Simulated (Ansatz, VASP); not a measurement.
BN: VASP beside Ansatz

```
B N
1.0
     2.46729    0.00000    0.00000
    -1.23364    2.13673    0.00000
     0.00000    0.00000    6.92345
B N
2 2
Cartesian
  0.0000 1.4245 1.7309
  1.2336 0.7122 5.1926
  0.0000 1.4245 5.1926
  1.2336 0.7122 1.7309
```

Alike in both runs: task single point; functional LDA; k mesh 12 × 12 × 4; occupations gaussian, width 0.05 eV; no spin polarisation.

|  | VASP | Ansatz |
| --- | --- | --- |
| version | VASP 6.6.1 | Ansatz 0.2.0 |
| potentials or method | VASP PAW LDA potentials, release 64 (B, N), cutoff 520 eV | scalar-relativistic, plane waves, PAW |
| valence electrons in the cell | 16 | 16 |

Ansatz gave:

| Quantity | Value |
| --- | --- |
| gap on the k mesh at the Fermi level (eV) | 4.22 |
| least direct gap on the mesh (eV) | 4.62 |
| pressure (GPa) | 5.8 |
| traceless stress, the component that is largest in VASP (GPa) | -7.01 |

Problem. Estimate VASP's values.

Solution. gap on the k mesh at the Fermi level (eV): 4.21; least direct gap on the mesh (eV): 4.62; pressure (GPa): 6.4; traceless stress, the component that is largest in VASP (GPa): -7.78.

Ansatz warns that its potentials were made for another functional, while VASP's fit it. LDA's correlation is that of Perdew and Zunger in VASP and of Perdew and Wang (1992) in Ansatz.
